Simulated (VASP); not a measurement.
Wanted: the native input for a VASP 6.6.1 run.

* Task: single point
* Functional: PBE
* Dispersion: D3(BJ)
* Potentials or basis: VASP PAW PBE potentials, release 64 (Al)
* Cutoff: 520 eV
* k mesh: 18 × 18 × 10
* Occupations: gaussian, width 0.1 eV
* Spin: no spin polarisation
* Dipole correction: no
* Further INCAR settings: ALGO = Normal; EDIFF = 1e-06; NBANDS = 10

The structure of Al lies in POSCAR:

```
Al
1.0
    2.7228611446      0.0000000000      0.0000000000
   -1.3614305723      2.3580669222      0.0000000000
    0.0000000000      0.0000000000      4.4254542297
Al
2
Direct
    0.6666666667      0.3333333333      0.7500000000
    0.3333333333      0.6666666667      0.2500000000
```

This isn't the form of Al at room conditions, which is fcc.

The input as run:

INCAR

```
SYSTEM = Al
ALGO = Normal
EDIFF = 1E-6
ENCUT = 520
GGA = PE
ISIF = 2
ISMEAR = 0
IVDW = 12
LASPH = .True.
LCHARG = .True.
LELF = .True.
LREAL = .False.
LVHAR = .True.
LWAVE = .False.
NBANDS = 10
NELM = 80
PREC = Accurate
SIGMA = 0.1
```

KPOINTS

```
k-points
0
Gamma
  18 18 10
  0 0 0
```

Potentials or basis: VASP PAW PBE potentials, release 64 (Al).

Launch:

```bash
$ cat potpaw_PBE.64/Al/POTCAR > POTCAR
$ mpirun -np 1 vasp_std > vasp.out
```

It gave:

The pressure is 12.0 GPa and the band gap on the k mesh is zero (bands 3 and 4 overlap by 7.92 eV). The dispersion energy per atom is -0.393 eV.

Caveat: the cell stands under pressure.

Wall time 58 s on 1 thread of Intel(R) Xeon(R) Platinum 8175M CPU @ 2.50GHz (Skylake/Cascade Lake), with other jobs on the host, peak memory 0.18 GiB.
